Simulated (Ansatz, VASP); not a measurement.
**Two plane-wave programs on K**

File INCAR:

```
SYSTEM = K
ALGO     = Fast           ! electronic algorithm
EDIFF    = 1E-6           ! SCF threshold, eV
EDIFFG   = -0.01          ! ionic threshold
ENCUT    = 600            ! plane-wave cutoff, eV
GGA      = PE             ! functional
IBRION   = 2              ! ionic algorithm
ISIF     = 3              ! what is computed and relaxed
ISMEAR   = 0              ! smearing method
LASPH    = .True.         ! aspherical terms in the spheres
LCHARG   = .False.        ! write CHGCAR
LREAL    = .False.        ! projectors in reciprocal space
LWAVE    = .False.        ! write WAVECAR
NELM     = 80             ! most SCF steps
NSW      = 100            ! ionic steps
PREC     = Accurate       ! precision mode
SIGMA    = 0.1            ! smearing width, eV
```

Contents of KPOINTS:

```
k-points
0
Gamma
  9 9 8
  0 0 0
```

Contents of POSCAR:

```
K
1.0
    6.6820305539      0.0000000000      0.0000000000
   -3.3410152770      5.7868082085      0.0000000000
    0.0000000000      0.0000000000      5.6959133774
K
3
Direct
    0.3333333333      0.6666666667      0.5000000000
    0.0000000000      0.0000000000      0.0000000000
    0.6666666667      0.3333333333      0.5000000000
```

Input for Ansatz:

```yaml
crystal:
  lattice:
    - [6.6820305539, 0.0, 0.0]
    - [-3.341015277, 5.7868082085, 0.0]
    - [0.0, 0.0, 5.6959133774]
  atoms:
    - { symbol: K, position: [0.3333333333, 0.6666666667, 0.5] }
    - { symbol: K, position: [0.0, 0.0, 0.0] }
    - { symbol: K, position: [0.6666666667, 0.3333333333, 0.5] }
basis:
  ecutwfc: 420
kpoints:
  mp_grid: { grid: [9, 9, 8] }
hamiltonian:
  xc: pbe
scf:
  occupations: { method: gaussian, width: 0.1 }
output:
  forces: true
  stress: true
  eigenvalues: true
relax:
  adjacent_minimum: "off"
  f_tol: 0.01
  max_steps: 80
  cell: { stress_tol: 0.05 }
```

Alike in both runs: task relaxation of cell and atoms; functional PBE; k mesh 9 × 9 × 8; occupations gaussian, width 0.1 eV; no spin polarisation.

|  | VASP | Ansatz |
| --- | --- | --- |
| version | VASP 6.6.1 | Ansatz 0.2.0 |
| potentials or method | VASP PAW PBE potentials, release 64 (K_sv), cutoff 600 eV | scalar-relativistic, plane waves, PAW |
| valence electrons in the cell | 27 | 27 |

Ansatz gave:

```
gap on the k mesh at the Fermi level, each at its own relaxed structure (eV) : none
relaxed volume (Å³/atom)                                                     : 73.82
relaxed cell length with the largest relative difference (Å)                 : 7.505
```

**Question.** Estimate VASP's values.

**Answer.** gap on the k mesh at the Fermi level, each at its own relaxed structure (eV): none; relaxed volume (Å³/atom): 74.40; relaxed cell length with the largest relative difference (Å): 7.546.

A gap of «none» marks a metal or a gap that the smearing closes.
